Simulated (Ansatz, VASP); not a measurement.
One calculation of Ti2O, two programs

Contents of POSCAR:

```
Ti2O
1.0
    2.9193980238      0.0000000000      0.0000000000
   -1.4596990119      2.5282728524      0.0000000000
    0.0000000000      0.0000000000      4.7130000000
Ti O
2 1
Direct
    0.6666666667      0.3333333333      0.2787400000
    0.3333333333      0.6666666667      0.7212600000
    0.0000000000      0.0000000000      0.0000000000
```

The input INCAR.step1:

```
SYSTEM = Ti2O
PREC = Accurate ; ENCUT = 1480
ISMEAR = 0 ; SIGMA = 0.05
LREAL = .False. ; LASPH = .True.
NELM = 120 ; NBANDS = 22
GGA = PE ; ALGO = Normal
EDIFF = 1E-5 ; LWAVE = .True.
LCHARG = .False. ; GGA_COMPAT = .False.
```

INCAR.step2

```
SYSTEM = Ti2O
PREC = Accurate ; ENCUT = 1480
EDIFF = 1E-6 ; ISMEAR = 0
SIGMA = 0.05 ; LREAL = .False.
LASPH = .True. ; NELM = 120
ALGO = Normal ; ISIF = 2
LWAVE = .False. ; LCHARG = .False.
METAGGA = R2SCAN ; LMIXTAU = .True.
NBANDS = 22 ; ISTART = 1
GGA_COMPAT = .False.
```

KPOINTS

```
regular mesh
0
Gamma
  9 9 5
  0 0 0
```

Input for Ansatz:

```yaml
crystal:
  lattice:
    - [2.9193980238, 0.0, 0.0]
    - [-1.4596990119, 2.5282728524, 0.0]
    - [0.0, 0.0, 4.713]
  atoms:
    - { symbol: Ti, position: [0.6666666667, 0.3333333333, 0.27874] }
    - { symbol: Ti, position: [0.3333333333, 0.6666666667, 0.72126] }
    - { symbol: O, position: [0.0, 0.0, 0.0] }
basis:
  ecutwfc: 500
kpoints:
  mp_grid: { grid: [9, 9, 5] }
hamiltonian:
  xc: r2scan
scf:
  occupations: { method: gaussian, width: 0.05 }
output:
  forces: true
  stress: true
  eigenvalues: true
```

Alike in both runs: task single point; functional r2SCAN; k mesh 9 × 9 × 5; occupations gaussian, width 0.05 eV; no spin polarisation.

|  | VASP | Ansatz |
| --- | --- | --- |
| version | VASP 6.6.1 | Ansatz 0.2.0 |
| potentials or method | VASP PAW PBE potentials, release 64 (Ti_sv, O_h), cutoff 1480 eV | scalar-relativistic, plane waves, PAW |
| valence electrons in the cell | 30 | 30 |

```tsv
	VASP	Ansatz	Ansatz less VASP
gap on the k mesh at the Fermi level (eV)	none	none	-
pressure (GPa)	10.1	9.0	-1.14
traceless stress, the component that is largest in VASP (GPa)	5.00	4.94	-0.059
rms of the force components (eV/Å)	0.489	0.508	+0.0193
```

VASP's potentials were made for PBE, not for r2SCAN. Atom by atom the forces differ by 0.019 eV/Å (rms over components). A gap of «none» marks a metal or a gap that the smearing closes. With one functional, cell and mesh, what is left measures potentials, basis and numerics.
